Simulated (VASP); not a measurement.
AlGa3N4: single point with PBEsol

The system is AlGa3N4.

```
Al Ga N
1.0
     5.29662    0.00000    0.00012
     0.00000    3.25993    0.00000
    -0.00369    0.00000    5.47849
Al Ga N
1 3 4
Direct
  0.00060 0.50000 0.66736
  0.49912 0.50000 0.33492
  0.49903 0.00000 0.83156
  0.99986 0.00000 0.16618
  0.11967 0.50000 0.34010
  0.11765 0.00000 0.82638
  0.62044 0.00000 0.16622
  0.63123 0.50000 0.66730
```

This cell differs from its parent crystal: strain +0.030 along x and y, +0.000 along z.

```json
{
  "Program": "VASP 6.6.1",
  "Task": "single point",
  "Functional": "PBEsol",
  "Potentials or basis": "VASP PAW PBE potentials, release 64 (Al, Ga_d, N)",
  "Cutoff": "520 eV",
  "k mesh": "6 × 8 × 6",
  "Occupations": "gaussian, width 0.05 eV",
  "Spin": "no spin polarisation"
}
```

* Pressure: -10.0 GPa
* Largest force: 0.264 eV/Å
* Band gap on the k mesh: 1.89 eV

Forces in eV/Å, atoms in the order of the input:
```
Al  -0.127  0.000  0.173
Ga  -0.089  0.000 -0.194
Ga  -0.058  0.000 -0.177
Ga  -0.107  0.000  0.200
N    0.120  0.000 -0.235
N    0.072  0.000 -0.219
N    0.091  0.000  0.245
N    0.097  0.000  0.207
```

Stress tensor (GPa, compression positive):
```
-13.05   0.00   0.01
  0.00 -12.57   0.00
  0.01   0.00  -4.33
```

Levels at points of the mesh, in eV from the valence-band top:
```csv
k point,band 27,band 28,band 29,band 30,band 31,band 32,band 33,band 34,band 35,band 36
"(0.00, 0.00, 0.00)",-0.92,-0.90,-0.16,-0.09,0.00,1.89,4.26,4.73,5.27,6.02
"(0.50, 0.00, 0.00)",-1.63,-0.70,-0.63,-0.41,-0.29,4.01,4.06,4.16,4.67,7.16
"(0.00, 0.50, 0.00)",-3.38,-2.04,-2.02,-1.74,-1.69,5.42,5.43,6.31,6.58,7.59
"(0.50, 0.50, 0.00)",-3.08,-1.69,-1.49,-1.47,-1.45,5.32,5.53,5.60,5.95,7.48
"(0.00, 0.00, 0.50)",-1.83,-0.77,-0.71,-0.57,-0.48,4.08,4.22,5.59,5.97,7.20
"(0.50, 0.00, 0.50)",-1.83,-1.59,-1.24,-1.21,-1.17,4.90,4.94,5.01,5.44,7.09
"(0.00, 0.50, 0.50)",-2.34,-2.08,-2.03,-0.91,-0.80,4.87,5.11,5.39,5.39,5.66
"(0.50, 0.50, 0.50)",-1.74,-1.66,-1.62,-1.60,-1.58,4.10,4.16,4.23,4.67,6.83
```

Run time: 4.8 min on 1 thread of Intel(R) Xeon(R) Platinum 8488C (Sapphire Rapids), with other jobs on the host, peak memory 0.41 GiB.

Caveat: the cell differs from its parent crystal (strain +0.030 along x and y, +0.000 along z); the cell stands under tension; the PAW data sets were made with another functional, which shifts forces and pressure a little.
